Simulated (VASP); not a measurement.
# RbBr (Fm-3m) in VASP: a series of runs

The runs below take RbBr through single point, with PBEsol.

Everything below comes from runs of VASP 6.6.1. Logs are shortened: lines on timing, memory, paths and dates and some standing lists are left out, and cuts for length are marked.

### 1 The cell of the first run

It takes space group Fm-3m (No. 225, cubic). The conventional cell has a = 6.005 Å, b = 6.005 Å, c = 6.005 Å, α = 90.00°, β = 90.00°, γ = 90.00°. Within 4.0 Å of Rb (site symmetry m-3m) lie 6 Br at 3.00 Å. Within 4.0 Å of Br (site symmetry m-3m) lie 6 Rb at 3.00 Å.

### 2 Single point, PBEsol

INCAR reads:

```
ALGO     = Normal         # electronic algorithm
EDIFF    = 1E-6           # SCF threshold, eV
ENCUT    = 520            # plane-wave cutoff, eV
GGA      = PS             # functional
ISIF     = 2              # what is computed and relaxed
ISMEAR   = 0              # smearing method
LASPH    = True           # aspherical terms in the spheres
LCHARG   = False          # write CHGCAR
LREAL    = False          # projectors in reciprocal space
LWAVE    = False          # write WAVECAR
NBANDS   = 15             # bands
NELM     = 100            # most SCF steps
PREC     = Accurate       # precision mode
SIGMA    = 0.01           # smearing width, eV
```

KPOINTS reads:

```
k-points
0
Gamma
  6 6 6
```

POSCAR reads:

```
RbBr
1.0
    3.0025031101      3.0025031101      0.0000000000
   -3.0025031101      3.0025031101      0.0000000000
    0.0000000000      3.0025031101      3.0025031101
Rb Br
1 1
Direct
    0.0000000000      0.0000000000      0.0000000000
    0.5000000000      0.5000000000      0.0000000000
```

Potentials or basis: VASP PAW PBE potentials, release 64 (Rb_sv, Br).

Run with:

```
$ cat potpaw_PBE.64/Rb_sv/POTCAR potpaw_PBE.64/Br/POTCAR > POTCAR
$ mpirun -np 1 vasp_std > vasp.out
```

OUTCAR:

```text
EDIFF = 1E-6
   ENCUT = 520
   GGA = PS
   ISIF = 2
   ISMEAR = 0
   LASPH = True
   LREAL = False
   NELM = 100
   PREC = Accurate

 ion  position               nearest neighbor table
   1  0.000  0.000  0.000-   2 3.00   2 3.00   2 3.00   2 3.00   2 3.00   2 3.00
   2  0.500  0.500  0.000-   1 3.00   1 3.00   1 3.00   1 3.00   1 3.00   1 3.00

  LATTYP: Found a face centered cubic cell.
 ALAT       =     6.0050062202

  Lattice vectors:

 A1 = (   0.0000000000,   3.0025031101,   3.0025031101)
 A2 = (   3.0025031101,   0.0000000000,   3.0025031101)
 A3 = (   3.0025031101,   3.0025031101,   0.0000000000)

Analysis of symmetry for initial positions (statically):
=====================================================================
 Subroutine PRICEL returns:
 Original cell was already a primitive cell.

 Routine SETGRP: Setting up the symmetry group for a
 face centered cubic supercell.

 Subroutine GETGRP returns: Found 48 space group operations
 (whereof 48 operations were pure point group operations)
 out of a pool of 48 trial point group operations.

The static configuration has the point symmetry O_h .

Analysis of symmetry for dynamics (positions and initial velocities):
=====================================================================
 Subroutine PRICEL returns:
 Original cell was already a primitive cell.

 Routine SETGRP: Setting up the symmetry group for a
 face centered cubic supercell.

 Subroutine GETGRP returns: Found 48 space group operations
 (whereof 48 operations were pure point group operations)
 out of a pool of 48 trial point group operations.

The dynamic configuration has the point symmetry O_h .

 Subroutine INISYM returns: Found 48 space group operations
 (whereof 48 operations are pure point group operations),
 and found     1 'primitive' translations

----------------------------------------------------------------------------------------

                                     Primitive cell

  volume of cell :      54.1353

  direct lattice vectors                    reciprocal lattice vectors
     3.002503110  3.002503110  0.000000000     0.166527721  0.166527721 -0.166527721
    -3.002503110  3.002503110  0.000000000    -0.166527721  0.166527721 -0.166527721
     0.000000000  3.002503110  3.002503110     0.000000000  0.000000000  0.333055442

  length of vectors
     4.246180619  4.246180619  4.246180619     0.288434474  0.288434474  0.333055442

  position of ions in fractional coordinates (direct lattice)
     0.000000000  0.000000000  0.000000000
     0.500000000  0.500000000  0.000000000

  ion indices of the primitive-cell ions
   primitive index   ion index
                 1           1
                 2           2

----------------------------------------------------------------------------------------

 KPOINTS: k-points

Automatic generation of k-mesh.
 Grid dimensions read from file:
 generate k-points for:    6    6    6

 Generating k-lattice:

  Cartesian coordinates                     Fractional coordinates (reciprocal lattice)
     0.027754620  0.027754620 -0.027754620     0.166666667  0.000000000  0.000000000
    -0.027754620  0.027754620 -0.027754620     0.000000000  0.166666667  0.000000000
     0.000000000  0.000000000  0.055509240     0.000000000  0.000000000  0.166666667

  Length of vectors
     0.048072412  0.048072412  0.055509240

  Shift w.r.t. Gamma in fractional coordinates (k-lattice)
     0.000000000  0.000000000  0.000000000

 Subroutine IBZKPT returns following result:
 ===========================================

 Found     16 irreducible k-points:

 Following reciprocal coordinates:
            Coordinates               Weight
  0.000000  0.000000  0.000000      1.000000
  0.166667  0.000000  0.000000      8.000000
  0.333333  0.000000  0.000000      8.000000
  0.500000  0.000000  0.000000      4.000000
  0.166667  0.166667  0.000000     12.000000
  0.333333  0.166667  0.000000     24.000000
[... 8 lines left out ...]
  0.500000  0.333333  0.166667     24.000000
  0.500000  0.500000  0.166667     12.000000
   k-points           NKPTS =     16   k-points in BZ     NKDIM =     16   number of bands    NBANDS=     15
   number of dos      NEDOS =    301   number of ions     NIONS =      2
   total plane-waves  NPLWV =  32768
   dimension x,y,z NGX =    32 NGY =   32 NGZ =   32
   dimension x,y,z NGXF=    64 NGYF=   64 NGZF=   64
   ions per type =               1   1
   NGX,Y,Z   is equivalent  to a cutoff of  12.53, 12.53, 12.53 a.u.
   NGXF,Y,Z  is equivalent  to a cutoff of  25.06, 25.06, 25.06 a.u.
 SYSTEM =  unknown system
   PREC   = accura    normal or accurate (medium, high low for compatibility)
   ISTART =      0    job   : 0-new  1-cont  2-samecut
   ICHARG =      2    charge: 1-file 2-atom 10-const
   ISPIN  =      1    spin polarized calculation?
   LNONCOLLINEAR =      F non collinear calculations
   LSORBIT =      F    spin-orbit coupling
   LASPH  =      T    aspherical Exc in radial PAW
   ENCUT  =  520.0 eV  38.22 Ry    6.18 a.u.   7.90  7.90  7.90*2*pi/ulx,y,z
   NELM   =    100;   NELMIN=  2; NELMDL= -5     # of ELM steps
   EDIFF  = 0.1E-05   stopping-criterion for ELM
   LREAL  =      F    real-space projection
   EDIFFG = 0.1E-04   stopping-criterion for IOM
   NSW    =      0    number of steps for IOM
   IBRION =     -1    ionic relax: 0-MD 1-quasi-New 2-CG
   NFREE  =      0    steps in history (QN), initial steepest desc. (CG)
   ISIF   =      2    stress and relaxation
   ISYM   =      2    0-nonsym 1-usesym 2-fastsym
   POTIM  = 0.5000    time-step for ionic-motion
   TEBEG  =    0.0;   TEEND  =   0.0 temperature during run
   PSTRESS=    0.0 pullay stress
   NELECT =      16.0000    total number of electrons
   NUPDOWN=      -1.0000    fix difference up-down
   EMIN   =  10.00;   EMAX   =-10.00  energy-range for DOS
   EFERMI =   0.00;   METHOD = LEGACY
   ISMEAR =     0;   SIGMA  =   0.01  broadening in eV -4-tet -1-fermi 0-gaus
   EFERMI_NEDOS =   21; number of points for ismear=-14 and -15
   IALGO  =     38    algorithm
   IMIX   =      4    mixing-type and parameters
     AMIX     =   0.40;   BMIX     =  1.00
     AMIX_MAG =   1.60;   BMIX_MAG =  1.00
  volume/ion in A,a.u.               =      27.07       182.66
  Fermi-wavevector in a.u.,A,eV,Ry     =   1.090489  2.060726 16.179595  1.189167
  Thomas-Fermi vector in A             =   2.226715
   LORBIT       =      0    0 simple, 1 ext, 2 COOP (PROOUT), +10 PAW based schemes
   GGA     = PS    functional components
   LHFCALC =     F    Hartree Fock is set to
   AEXX    =    0.0000 exact exchange contribution
   IVDW    =     0    specifies the selected vdW correction
   LEPSILON=     F    determine dielectric tensor
   LRPA    =     F    only Hartree local field effects (RPA)
 non-spin polarized calculation
 Gauss-broadening in eV      SIGMA  =   0.01
  energy-cutoff  :      520.00
  volume of cell :       54.14
 maximum number of plane-waves:      1470
   NGX = 15   NGY = 15   NGZ = 15

 number of electron      16.0000003 magnetization

 Free energy of the ion-electron system (eV)
  ---------------------------------------------------
  ext. energy  EPLUGINS =         0.00000000
  ---------------------------------------------------
  free energy    TOTEN  =        -5.52049737 eV

  energy without entropy =       -5.52049737  energy(sigma->0) =       -5.52049737

 E-fermi :   0.3126     XC(G=0):  -9.1648

 val. band max:        0.2170971194   @ k =   0.0000   0.0000   0.0000
 cond. band min:       4.7806210717   @ k =   0.5000   0.5000   0.0000
 fundamental gap:      4.5635239523
 Fermi energy:         0.3125536593

 k-point     1 :       0.0000    0.0000    0.0000
  band No.  band energies     occupation
      1     -23.6531      2.00000
      2     -12.5683      2.00000
      3      -7.7624      2.00000
      4      -7.7624      2.00000
      5      -7.7624      2.00000
      6       0.2171      2.00000
      7       0.2171      2.00000
      8       0.2171      2.00000
      9       5.6114      0.00000
     10       7.1029      0.00000
     11       7.1029      0.00000
     12       7.1029      0.00000
     13       8.3748      0.00000
     14       8.3748      0.00000
     15      11.5585      0.00000

 k-point     2 :       0.1667    0.0000    0.0000
  band No.  band energies     occupation
      1     -23.6335      2.00000
      2     -12.6541      2.00000
      3      -7.7629      2.00000
      4      -7.7629      2.00000
      5      -7.6714      2.00000
      6      -0.4063      2.00000
      7      -0.0616      2.00000
      8      -0.0616      2.00000
      9       6.5052      0.00000
     10       7.1213      0.00000
     11       7.5904      0.00000
     12       7.5904      0.00000
     13       9.1593      0.00000
     14       9.1593      0.00000
     15      12.9903      0.00000

 k-point     3 :       0.3333    0.0000    0.0000
  band No.  band energies     occupation
      1     -23.5939      2.00000
      2     -12.8195      2.00000
      3      -7.7629      2.00000
      4      -7.7629      2.00000
      5      -7.4895      2.00000
      6      -1.3540      2.00000
      7      -0.5425      2.00000
      8      -0.5425      2.00000
      9       7.1464      0.00000
     10       8.6142      0.00000
     11       8.9619      0.00000
     12       8.9619      0.00000
     13      11.0442      0.00000
     14      11.0442      0.00000
     15      14.1234      0.00000
[... 199 lines left out ...]
 k-point    15 :       0.5000    0.3333    0.1667
  band No.  band energies     occupation
      1     -23.5583      2.00000
      2     -12.7003      2.00000
      3      -8.2057      2.00000
      4      -8.1502      2.00000
      5      -7.5976      2.00000
      6      -1.0471      2.00000
      7      -0.3239      2.00000
      8      -0.2395      2.00000
      9       7.3632      0.00000
     10       7.5757      0.00000
     11      10.3769      0.00000
     12      10.5271      0.00000
     13      11.6288      0.00000
     14      12.8955      0.00000
     15      13.1896      0.00000

 k-point    16 :       0.5000    0.5000    0.1667
  band No.  band energies     occupation
      1     -23.5535      2.00000
      2     -12.5941      2.00000
      3      -8.4572      2.00000
      4      -8.2102      2.00000
      5      -7.7269      2.00000
      6      -0.6504      2.00000
      7      -0.1168      2.00000
      8      -0.0062      2.00000
      9       5.9604      0.00000
     10       8.7697      0.00000
     11       9.6297      0.00000
     12      10.6803      0.00000
     13      11.6792      0.00000
     14      12.5305      0.00000
     15      13.6715      0.00000

------------------------ aborting loop because EDIFF is reached ----------------------------------------

  FORCE on cell =-STRESS in cart. coord.  units (eV):
  Direction    XX          YY          ZZ          XY          YZ          ZX
  --------------------------------------------------------------------------------------
  -------------------------------------------------------------------------------------
  Total        5.1398176      5.1398176      5.1398176      0.0000000     -0.0000000     -0.0000000
  in kB      152.1170499    152.1170499    152.1170499      0.0000000     -0.0000000     -0.0000000
  external PRESSURE =     152.1170499 kB  Pullay stress =       0.0000000 kB

 VOLUME and BASIS-vectors are now :
 -----------------------------------------------------------------------------
  energy-cutoff  :      520.00
  volume of cell :       54.14
      direct lattice vectors                 reciprocal lattice vectors
     3.002503110  3.002503110  0.000000000     0.166527721  0.166527721 -0.166527721
    -3.002503110  3.002503110  0.000000000    -0.166527721  0.166527721 -0.166527721
     0.000000000  3.002503110  3.002503110     0.000000000  0.000000000  0.333055442

 POSITION                                       TOTAL-FORCE (eV/Angst)
 -----------------------------------------------------------------------------------
      0.00000      0.00000      0.00000        -0.000000     -0.000000      0.000000
      0.00000      3.00250      0.00000         0.000000      0.000000      0.000000
 -----------------------------------------------------------------------------------
    total drift:                                0.000000     -0.000000     -0.000000

  FREE ENERGIE OF THE ION-ELECTRON SYSTEM (eV)
  ---------------------------------------------------
  free  energy   TOTEN  =        -5.5204973661 eV

  energy  without entropy=       -5.5204973661  energy(sigma->0) =       -5.52049737
```

It took 5.9 s on 1 thread of Intel Xeon 6975P-C (Granite Rapids), shared host; peak memory 0.17 GiB.

What came out:

```yaml
Free_energy: -5.5205 eV
Pressure: 15.2 GPa
Band_gap_on_the_k_mesh: 4.56 eV, indirect (least direct gap 4.64 eV)
```

Caveat: the PAW data sets were made with another functional, which shifts forces and pressure a little.

(Part 1 of 3 ends here.)
